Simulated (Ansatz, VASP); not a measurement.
**BeS in VASP and in Ansatz**

File POSCAR:

```
BeS
1.0
    0.0000000000      2.2938885521      2.2938885521
    2.2938885521      0.0000000000      2.2938885521
    2.2938885521      2.2938885521      0.0000000000
Be S
1 1
Direct
    0.0000000000      0.0000000000      0.0000000000
    0.5000000000      0.5000000000      0.5000000000
```

The input INCAR.step1:

```
SYSTEM = BeS
PREC = Accurate
ENCUT = 520
ISMEAR = 0
SIGMA = 0.01
LREAL = .FALSE.
LASPH = .TRUE.
NELM = 80
NBANDS = 11
GGA = PE
ALGO = Normal
EDIFF = 1E-4
LWAVE = .TRUE.
LCHARG = .FALSE.
```

Contents of INCAR.step2:

```
SYSTEM = BeS
PREC = Accurate
ENCUT = 520
EDIFF = 1E-6
ISMEAR = 0
SIGMA = 0.01
LREAL = .FALSE.
LASPH = .TRUE.
NELM = 80
ALGO = Normal
ISIF = 2
LWAVE = .FALSE.
LCHARG = .FALSE.
METAGGA = R2SCAN
LMIXTAU = .TRUE.
NBANDS = 11
ISTART = 1
```

Contents of KPOINTS:

```
Automatic mesh
0
G
  8 8 8
  0 0 0
```

Input for Ansatz:

```yaml
crystal:
  lattice:
    - [0.0, 2.2938885521, 2.2938885521]
    - [2.2938885521, 0.0, 2.2938885521]
    - [2.2938885521, 2.2938885521, 0.0]
  atoms:
    - { symbol: Be, position: [0.0, 0.0, 0.0] }
    - { symbol: S, position: [0.5, 0.5, 0.5] }
kpoints:
  mp_grid: { grid: [8, 8, 8] }
hamiltonian:
  xc: r2scan
scf:
  occupations: { method: fixed }
  n_extra_bands: 4
output:
  forces: true
  stress: true
  eigenvalues: true
```

Alike in both runs: task single point; functional r2SCAN; k mesh 8 × 8 × 8; no spin polarisation.

```csv
,VASP,Ansatz
version,VASP 6.6.1,Ansatz 0.2.0
potentials or method,"VASP PAW PBE potentials, release 64 (Be, S)","plane waves, PAW"
plane-wave cutoff (eV),520,500
occupations,"gaussian, width 0.01 eV",fixed
valence electrons in the cell,8,8
```

```tsv
	VASP	Ansatz	Ansatz less VASP
gap on the k mesh at the Fermi level (eV)	1.36	1.36	-0.004
pressure (GPa)	3.6	3.6	-0.04
```

VASP's potentials were made for PBE, not for r2SCAN.
